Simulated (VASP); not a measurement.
A run of VASP 6.6.1 is set up as follows.

Contents of INCAR:

```
PREC     = Accurate       # precision mode
ENCUT    = 520            # plane-wave cutoff, eV
EDIFF    = 1E-6           # SCF threshold, eV
ISMEAR   = 0              # smearing method
SIGMA    = 0.02           # smearing width, eV
LREAL    = F              # projectors in reciprocal space
LASPH    = T              # aspherical terms in the spheres
NELM     = 80             # most SCF steps
ALGO     = Normal         # electronic algorithm
ISIF     = 2              # what is computed and relaxed
LWAVE    = F              # write WAVECAR
LCHARG   = F              # write CHGCAR
LDIPOL   = T            
IDIPOL   = 3            
DIPOL    = 0.5 0.5 0.500
GGA      = PE             # functional
IVDW     = 12             # dispersion correction
NBANDS   = 20             # bands
```

File KPOINTS:

```
Automatic mesh
0
Gamma
  12 12 1
```

File POSCAR:

```
SnSe2
1.0
    3.8246790507      0.0000000000      0.0000000000
   -1.9123395254      3.3122692192      0.0000000000
    0.0000000000      0.0000000000     32.3760079973
Se Sn
2 1
Direct
    0.6666666667      0.3333333333      0.4505636618
    0.3333333333      0.6666666667      0.5494363382
    0.0000000000      0.0000000000      0.5000000000
```

Potentials or basis: VASP PAW PBE potentials, release 64 (Se, Sn_d).

Command:

```bash
$ cat potpaw_PBE.64/Se/POTCAR potpaw_PBE.64/Sn_d/POTCAR > POTCAR
$ mpirun -np 1 vasp_std > vasp.out
```

(1) Estimate the band gap on the k mesh.

(2) Estimate the largest force.

(3) Predict the dispersion energy per atom.

Results:

(1) 0.78 eV, indirect (least direct gap 1.11 eV).

(2) 0.013 eV/Å.

(3) -0.252 eV.

Caveat: spin-orbit coupling is left out, which moves the levels of the heavy elements.
